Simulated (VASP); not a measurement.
# Ge (Imma) in VASP: notebook, part 2 of 2

VASP 6.6.1.

### 5 Single point, PBEsol (strain -0.015 along x and y, -0.030 along z)

The input, INCAR:

```
PREC = Accurate
ENCUT = 520
EDIFF = 1E-6
ISMEAR = 0
SIGMA = 0.15
LREAL = False
LASPH = True
NELM = 80
ALGO = Normal
ISIF = 2
LWAVE = False
LCHARG = True
GGA = PS
LELF = True
LVHAR = True
NBANDS = 21
```

The input, KPOINTS:

```
Automatic mesh
0
Gamma
  20 20 20
```

The input, POSCAR:

```
Ge
1.0
   -2.4584595300      2.6111000550      1.3938385900
    2.4584595300     -2.6111000550      1.3938385900
    2.4584595300      2.6111000550     -1.3938385900
Ge
2
Direct
    0.1859430000      0.9359430000      0.2500000000
    0.8140570000      0.0640570000      0.7500000000
```

Potentials or basis: VASP PAW PBE potentials, release 64 (Ge_d).

Command:

```console
> cat potpaw_PBE.64/Ge_d/POTCAR > POTCAR
> mpirun -np 1 vasp_std > vasp.out
```

OUTCAR:

```text
PREC = Accurate
   ENCUT = 520
   EDIFF = 1E-6
   ISMEAR = 0
   LREAL = False
   LASPH = True
   NELM = 80
   ISIF = 2
   GGA = PS

 ion  position               nearest neighbor table
   1  0.186  0.936  0.250-   2 2.64   2 2.64   2 2.67   2 2.67
   2  0.814  0.064  0.750-   1 2.64   1 2.64   1 2.67   1 2.67

  LATTYP: Found a body centered orthorhombic cell.
 ALAT       =     2.7876771800
 B/A-ratio  =     1.7638050400
 C/A-ratio  =     1.8733159447

  Lattice vectors:

 A1 = (   2.4584595300,  -2.6111000550,   1.3938385900)
 A2 = (  -2.4584595300,  -2.6111000550,  -1.3938385900)
 A3 = (   2.4584595300,   2.6111000550,  -1.3938385900)

Analysis of symmetry for initial positions (statically):
=====================================================================
 Subroutine PRICEL returns:
 Original cell was already a primitive cell.

 Routine SETGRP: Setting up the symmetry group for a
 body centered orthorhombic supercell.

 Subroutine GETGRP returns: Found  8 space group operations
[... 162 lines left out ...]
  ext. energy  EPLUGINS =         0.00000000
  ---------------------------------------------------
  free energy    TOTEN  =        -9.51850427 eV

  energy without entropy =       -9.50969880  energy(sigma->0) =       -9.51410153

 E-fermi :   7.0539     XC(G=0): -11.6480

 val. band max:        7.0535013149   @ k =  -0.4000   0.1500   0.0000
 cond. band min:       7.0589504592   @ k =   0.5000  -0.1000   0.0500
 fundamental gap:      0.0054491443
 Fermi energy:         7.0538908183

 k-point     1 :       0.0000    0.0000    0.0000
  band No.  band energies     occupation
      1     -17.6660      2.00000
      2     -17.5832      2.00000
      3     -17.5793      2.00000
      4     -17.5739      2.00000
      5     -17.5226      2.00000
      6     -17.4802      2.00000
[... 565 lines left out ...]
     20      16.1553      0.00000
     21      20.7568      0.00000

 [... further k-points ...]

------------------------ aborting loop because EDIFF is reached ----------------------------------------

  FORCE on cell =-STRESS in cart. coord.  units (eV):
  Direction    XX          YY          ZZ          XY          YZ          ZX
  --------------------------------------------------------------------------------------
  -------------------------------------------------------------------------------------
  Total        0.6442318      0.1151376      0.6067632      0.0000000     -0.0000000      0.0000000
  in kB       28.8398937      5.1542870     27.1625629      0.0000000     -0.0000000      0.0000000
  external PRESSURE =      20.3855812 kB  Pullay stress =       0.0000000 kB

 VOLUME and BASIS-vectors are now :
 -----------------------------------------------------------------------------
  energy-cutoff  :      520.00
  volume of cell :       35.79
      direct lattice vectors                 reciprocal lattice vectors
    -2.458459530  2.611100055  1.393838590     0.000000000  0.191490173  0.358721593
     2.458459530 -2.611100055  1.393838590     0.203379390  0.000000000  0.358721593
     2.458459530  2.611100055 -1.393838590     0.203379390  0.191490173  0.000000000

 POSITION                                       TOTAL-FORCE (eV/Angst)
 -----------------------------------------------------------------------------------
      2.45846     -1.30555      1.21527        -0.000000     -0.000000     -0.046695
     -0.00000      3.91665      0.17857         0.000000      0.000000      0.046695
 -----------------------------------------------------------------------------------
    total drift:                                0.000000      0.000000     -0.000000

  FREE ENERGIE OF THE ION-ELECTRON SYSTEM (eV)
  ---------------------------------------------------
  free  energy   TOTEN  =        -9.5185042744 eV

  energy  without entropy=       -9.5096987952  energy(sigma->0) =       -9.51410153
```

Wall time 5 min (1 thread of Intel Xeon 6975P-C (Granite Rapids), shared host); peak memory 0.72 GiB.

What came out:

```yaml
Free_energy: -9.5185 eV
Pressure: 2.0 GPa
Largest_force: 0.047 eV/Å
Band_gap_on_the_k_mesh: zero (bands 14 and 15 overlap by 6.05 eV)
```

Forces on the atoms (eV/Å):
```
Ge   0.000  0.000 -0.047
Ge   0.000  0.000  0.047
```

Caveat: the cell differs from its parent crystal (strain -0.015 along x and y, -0.030 along z); the PAW data sets were made with another functional, which shifts forces and pressure a little.

### 6 Single point, PBEsol (strain +0.030 along x and y, +0.030 along z)

The input, INCAR:

```
PREC = Accurate
ENCUT = 520
EDIFF = 1E-6
ISMEAR = 0
SIGMA = 0.15
LREAL = F
LASPH = T
NELM = 60
ALGO = Normal
ISIF = 2
LWAVE = F
LCHARG = F
GGA = PS
NBANDS = 21
```

KPOINTS is that of step 5.

The input, POSCAR:

```
Ge
1.0
   -2.5707749400      2.7303888900      1.4800554100
    2.5707749400     -2.7303888900      1.4800554100
    2.5707749400      2.7303888900     -1.4800554100
Ge
2
Direct
    0.1859430000      0.9359430000      0.2500000000
    0.8140570000      0.0640570000      0.7500000000
```

Potentials or basis: VASP PAW PBE potentials, release 64 (Ge_d).

Command:

```console
> cat potpaw_PBE.64/Ge_d/POTCAR > POTCAR
> mpirun -np 1 vasp_std > vasp.out
```

OUTCAR:

```text
PREC = Accurate
   ENCUT = 520
   EDIFF = 1E-6
   ISMEAR = 0
   LREAL = F
   LASPH = T
   NELM = 60
   ISIF = 2
   GGA = PS

 ion  position               nearest neighbor table
   1  0.186  0.936  0.250-   2 2.76   2 2.76   2 2.80   2 2.80
   2  0.814  0.064  0.750-   1 2.76   1 2.76   1 2.80   1 2.80

  LATTYP: Found a body centered orthorhombic cell.
 ALAT       =     2.9601108200
 B/A-ratio  =     1.7369450648
 C/A-ratio  =     1.8447882907

  Lattice vectors:
[... 764 lines left out ...]

 [... further k-points ...]

------------------------ aborting loop because EDIFF is reached ----------------------------------------

  FORCE on cell =-STRESS in cart. coord.  units (eV):
  Direction    XX          YY          ZZ          XY          YZ          ZX
  --------------------------------------------------------------------------------------
  -------------------------------------------------------------------------------------
  Total       -1.8491337     -2.0279953     -1.8702007      0.0000000      0.0000000      0.0000000
  in kB      -71.2938997    -78.1899622    -72.1061445      0.0000000      0.0000000      0.0000000
  external PRESSURE =     -73.8633355 kB  Pullay stress =       0.0000000 kB

 VOLUME and BASIS-vectors are now :
 -----------------------------------------------------------------------------
  energy-cutoff  :      520.00
  volume of cell :       41.56
      direct lattice vectors                 reciprocal lattice vectors
    -2.570774940  2.730388890  1.480055410     0.000000000  0.183124097  0.337825190
     2.570774940 -2.730388890  1.480055410     0.194493883  0.000000000  0.337825190
     2.570774940  2.730388890 -1.480055410     0.194493883  0.183124097  0.000000000

 POSITION                                       TOTAL-FORCE (eV/Angst)
 -----------------------------------------------------------------------------------
      2.57077     -1.36519      1.29044         0.000000      0.000000     -0.047844
      0.00000      4.09558      0.18962        -0.000000     -0.000000      0.047844
 -----------------------------------------------------------------------------------
    total drift:                                0.000000      0.000000      0.000000

  FREE ENERGIE OF THE ION-ELECTRON SYSTEM (eV)
  ---------------------------------------------------
  free  energy   TOTEN  =        -9.4047221119 eV

  energy  without entropy=       -9.3941655517  energy(sigma->0) =       -9.39944383
```

OSZICAR:

```text
N       E                     dE             d eps       ncg     rms          rms(c)
DAV:   1     0.176745754043E+03    0.17675E+03   -0.14314E+04 55467   0.367E+03
DAV:   2     0.154623505165E+02   -0.16128E+03   -0.15651E+03 49315   0.593E+02
DAV:   3    -0.870066368391E+01   -0.24163E+02   -0.23957E+02 56048   0.135E+02
DAV:   4    -0.942762349924E+01   -0.72696E+00   -0.72636E+00 54857   0.269E+01
DAV:   5    -0.943905145584E+01   -0.11428E-01   -0.11428E-01 55899   0.376E+00    0.176E+00
DAV:   6    -0.941342463795E+01    0.25627E-01   -0.33384E-02 66832   0.301E+00    0.950E-01
DAV:   7    -0.940512489471E+01    0.82997E-02   -0.17339E-02 66905   0.191E+00    0.129E-01
DAV:   8    -0.940471692307E+01    0.40797E-03   -0.22180E-03 57853   0.825E-01    0.375E-02
DAV:   9    -0.940472163132E+01   -0.47082E-05   -0.52299E-05 57146   0.868E-02    0.100E-02
DAV:  10    -0.940472211189E+01   -0.48057E-06   -0.31911E-06 52778   0.223E-02
   1 F= -.94047221E+01 E0= -.93994438E+01  d E =-.105566E-01
```

It took 6.3 min on 1 thread of Intel Xeon 6975P-C (Granite Rapids), shared host; peak memory 0.81 GiB.

What came out:

* Free energy: -9.4047 eV
* Pressure: -7.4 GPa
* Largest force: 0.048 eV/Å
* Band gap on the k mesh: zero (bands 14 and 15 overlap by 5.16 eV)

Forces in eV/Å, atoms in the order of the input:
```
Ge   0.000  0.000 -0.048
Ge   0.000  0.000  0.048
```

Caveat: the cell differs from its parent crystal (strain +0.030 along x and y, +0.030 along z); the cell stands under tension; the PAW data sets were made with another functional, which shifts forces and pressure a little.

### 7 Single point, PBEsol (strain +0.015 along x and y, +0.015 along z)

The input, INCAR:

```
SYSTEM = Ge
ALGO = Normal
EDIFF = 1E-6
ENCUT = 520
GGA = PS
ISIF = 2
ISMEAR = 0
LASPH = .True.
LCHARG = .False.
LREAL = .False.
LWAVE = .False.
NBANDS = 21
NELM = 80
PREC = Accurate
SIGMA = 0.15
```

The input, KPOINTS:

```
k-points
0
Gamma
  20 20 20
  0 0 0
```

The input, POSCAR:

```
Ge
1.0
   -2.5333364700      2.6906259450      1.4585012050
    2.5333364700     -2.6906259450      1.4585012050
    2.5333364700      2.6906259450     -1.4585012050
Ge
2
Direct
    0.1859430000      0.9359430000      0.2500000000
    0.8140570000      0.0640570000      0.7500000000
```

Potentials or basis: VASP PAW PBE potentials, release 64 (Ge_d).

Command:

```console
> cat potpaw_PBE.64/Ge_d/POTCAR > POTCAR
> mpirun -np 1 vasp_std > vasp.out
```

OUTCAR:

```text
SYSTEM = Ge
   EDIFF = 1E-6
   ENCUT = 520
   GGA = PS
   ISIF = 2
   ISMEAR = 0
   LASPH = .True.
   LREAL = .False.
   NELM = 80
   PREC = Accurate

 ion  position               nearest neighbor table
   1  0.186  0.936  0.250-   2 2.72   2 2.72   2 2.76   2 2.76
   2  0.814  0.064  0.750-   1 2.72   1 2.72   1 2.76   1 2.76

  LATTYP: Found a body centered orthorhombic cell.
 ALAT       =     2.9170024100
 B/A-ratio  =     1.7369450648
 C/A-ratio  =     1.8447882907

  Lattice vectors:

 A1 = (   2.5333364700,  -2.6906259450,   1.4585012050)
 A2 = (  -2.5333364700,  -2.6906259450,  -1.4585012050)
 A3 = (   2.5333364700,   2.6906259450,  -1.4585012050)

Analysis of symmetry for initial positions (statically):
=====================================================================
 Subroutine PRICEL returns:
 Original cell was already a primitive cell.

 Routine SETGRP: Setting up the symmetry group for a
 body centered orthorhombic supercell.

 Subroutine GETGRP returns: Found  8 space group operations
 (whereof  4 operations were pure point group operations)
 out of a pool of  8 trial point group operations.

The static configuration has the point symmetry C_2h.
 The point group associated with its full space group is D_2h.

Analysis of symmetry for dynamics (positions and initial velocities):
=====================================================================
 Subroutine PRICEL returns:
 Original cell was already a primitive cell.

 Routine SETGRP: Setting up the symmetry group for a
 body centered orthorhombic supercell.

 Subroutine GETGRP returns: Found  8 space group operations
 (whereof  4 operations were pure point group operations)
 out of a pool of  8 trial point group operations.

The dynamic configuration has the point symmetry C_2h.
 The point group associated with its full space group is D_2h.

 Subroutine INISYM returns: Found  8 space group operations
[... 111 lines left out ...]
   EFERMI =   0.00;   METHOD = LEGACY
   ISMEAR =     0;   SIGMA  =   0.15  broadening in eV -4-tet -1-fermi 0-gaus
   EFERMI_NEDOS =   21; number of points for ismear=-14 and -15
   IALGO  =     38    algorithm
   IMIX   =      4    mixing-type and parameters
     AMIX     =   0.40;   BMIX     =  1.00
     AMIX_MAG =   1.60;   BMIX_MAG =  1.00
  volume/ion in A,a.u.               =      19.88       134.18
  Fermi-wavevector in a.u.,A,eV,Ry     =   1.456431  2.752255 28.860550  2.121191
  Thomas-Fermi vector in A             =   2.573350
   LORBIT       =      0    0 simple, 1 ext, 2 COOP (PROOUT), +10 PAW based schemes
   GGA     = PS    functional components
   LHFCALC =     F    Hartree Fock is set to
   AEXX    =    0.0000 exact exchange contribution
   IVDW    =     0    specifies the selected vdW correction
   LEPSILON=     F    determine dielectric tensor
   LRPA    =     F    only Hartree local field effects (RPA)
 non-spin polarized calculation
 Gauss-broadening in eV      SIGMA  =   0.15
  energy-cutoff  :      520.00
  volume of cell :       39.77
 maximum number of plane-waves:      1092
 NGX is ok and might be reduce to    30
   NGX = 15   NGY = 15   NGZ = 15

 number of electron      28.0000024 magnetization

 Free energy of the ion-electron system (eV)
  ---------------------------------------------------
  ext. energy  EPLUGINS =         0.00000000
  ---------------------------------------------------
  free energy    TOTEN  =        -9.47440753 eV

  energy without entropy =       -9.46430359  energy(sigma->0) =       -9.46935556

 E-fermi :   5.8941     XC(G=0): -11.1180

 val. band max:        5.8931683349   @ k =  -0.2000   0.4000   0.1000
 cond. band min:       5.8968837581   @ k =   0.4000  -0.2500   0.1000
 fundamental gap:      0.0037154232
 Fermi energy:         5.8940658880

 k-point     1 :       0.0000    0.0000    0.0000
  band No.  band energies     occupation
      1     -18.7187      2.00000
      2     -18.6522      2.00000
      3     -18.6517      2.00000
      4     -18.6451      2.00000
      5     -18.6196      2.00000
      6     -18.5852      2.00000
[... 565 lines left out ...]
     20      14.8264      0.00000
     21      18.9032      0.00000

 [... further k-points ...]

------------------------ aborting loop because EDIFF is reached ----------------------------------------

  FORCE on cell =-STRESS in cart. coord.  units (eV):
  Direction    XX          YY          ZZ          XY          YZ          ZX
  --------------------------------------------------------------------------------------
  -------------------------------------------------------------------------------------
  Total       -1.2193084     -1.4359684     -1.2785039      0.0000000     -0.0000000      0.0000000
  in kB      -49.1259711    -57.8552114    -51.5109607      0.0000000     -0.0000000      0.0000000
  external PRESSURE =     -52.8307144 kB  Pullay stress =       0.0000000 kB

 VOLUME and BASIS-vectors are now :
 -----------------------------------------------------------------------------
  energy-cutoff  :      520.00
  volume of cell :       39.77
      direct lattice vectors                 reciprocal lattice vectors
    -2.533336470  2.690625945  1.458501205     0.000000000  0.185830364  0.342817680
     2.533336470 -2.690625945  1.458501205     0.197368177  0.000000000  0.342817680
     2.533336470  2.690625945 -1.458501205     0.197368177  0.185830364  0.000000000

 POSITION                                       TOTAL-FORCE (eV/Angst)
 -----------------------------------------------------------------------------------
      2.53334     -1.34531      1.27165        -0.000000      0.000000     -0.049188
      0.00000      4.03594      0.18685         0.000000     -0.000000      0.049188
 -----------------------------------------------------------------------------------
    total drift:                                0.000000      0.000000     -0.000000

  FREE ENERGIE OF THE ION-ELECTRON SYSTEM (eV)
  ---------------------------------------------------
  free  energy   TOTEN  =        -9.4744075282 eV

  energy  without entropy=       -9.4643035925  energy(sigma->0) =       -9.46935556
```

Wall time 7.5 min (1 thread of Intel Xeon 6975P-C (Granite Rapids), shared host); peak memory 0.79 GiB.

Results:

* Free energy: -9.4744 eV
* Pressure: -5.3 GPa
* Largest force: 0.049 eV/Å
* Band gap on the k mesh: zero (bands 14 and 15 overlap by 5.45 eV)

Forces in eV/Å, atoms in the order of the input:
```
Ge   0.000  0.000 -0.049
Ge   0.000  0.000  0.049
```

Caveat: the cell differs from its parent crystal (strain +0.015 along x and y, +0.015 along z); the cell stands under tension; the PAW data sets were made with another functional, which shifts forces and pressure a little.

### 8 The runs side by side

```tsv
cell	gap on the mesh (eV)	pressure (GPa)	largest force (eV/Å)
a = 4.001 Å, angles 100.0, 93.9, 139.2°, 2 atoms	none	-4.1	0.04
a = 4.008 Å, angles 100.2, 94.1, 138.6°, 2 atoms	none	-5.1	0.04
a = 3.813 Å, angles 101.2, 95.2, 135.7°, 2 atoms	none	2.2	0.05
a = 3.848 Å, angles 100.6, 94.5, 137.5°, 2 atoms	none	2.0	0.05
a = 4.032 Å, angles 100.8, 94.7, 136.9°, 2 atoms	none	-7.4	0.05
a = 3.973 Å, angles 100.8, 94.7, 136.9°, 2 atoms	none	-5.3	0.05
```

Alike in all rows: task single point; level PBEsol; potentials or basis VASP PAW PBE potentials, release 64 (Ge_d); no spin polarisation; k mesh 20 × 20 × 20; cutoff (eV) 520; smearing gaussian 0.15 eV.

Caveats: the PAW data sets were made with another functional, which shifts forces and pressure a little; the cell stands under tension (at least some runs).

Total energies depend on the potentials used, so only differences within one code and one set of settings carry meaning.
